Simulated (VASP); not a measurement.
Write the native input for VASP 6.6.1 that does the following.

* Task: single point
* Functional: LDA
* Potentials or basis: VASP PAW PBE potentials, release 64 (Yb)
* Cutoff: 520 eV
* k mesh: 8 × 8 × 8
* Occupations: fermi-dirac, width 0.1 eV
* Spin: no spin polarisation
* Dipole correction: no
* Further INCAR settings: ALGO = Normal; EDIFF = 1e-07; NBANDS = 31

The structure of Yb lies in POSCAR:

```
Yb
1.0
    0.0000000000      4.0343699105      4.0343699105
    4.0343699105      0.0000000000      4.0343699105
    4.0343699105      4.0343699105      0.0000000000
Yb
2
Direct
    0.1250000000      0.1250000000      0.1250000000
    0.8750000000      0.8750000000      0.8750000000
```

This isn't the form of Yb at room conditions, which is fcc.

These files were run (other wordings do the same):

INCAR

```
SYSTEM = Yb
PREC = Accurate
ENCUT = 520
EDIFF = 1E-7
ISMEAR = -1
SIGMA = 0.1
LREAL = .FALSE.
LASPH = .TRUE.
NELM = 80
ALGO = Normal
ISIF = 2
LWAVE = .FALSE.
LCHARG = .FALSE.
GGA = CA
NBANDS = 31
```

KPOINTS

```
regular mesh
0
G
  8 8 8
  0 0 0
```

Potentials or basis: VASP PAW PBE potentials, release 64 (Yb).

Launch:

```sh
$ cat potpaw_PBE.64/Yb/POTCAR > POTCAR
$ mpirun -np 1 vasp_std > vasp.out
```

It gave:

```
Pressure               : -0.1 GPa
Band gap on the k mesh : zero (bands 24 and 25 overlap by 1.18 eV)
```

Caveat: the PAW data sets were made with another functional, which shifts forces and pressure a little; spin-orbit coupling is left out, which moves the levels of the heavy elements.

Wall time 2.8 min on 1 thread of AMD EPYC 9R45 (Zen 5) (shared host), peak memory 0.24 GiB.
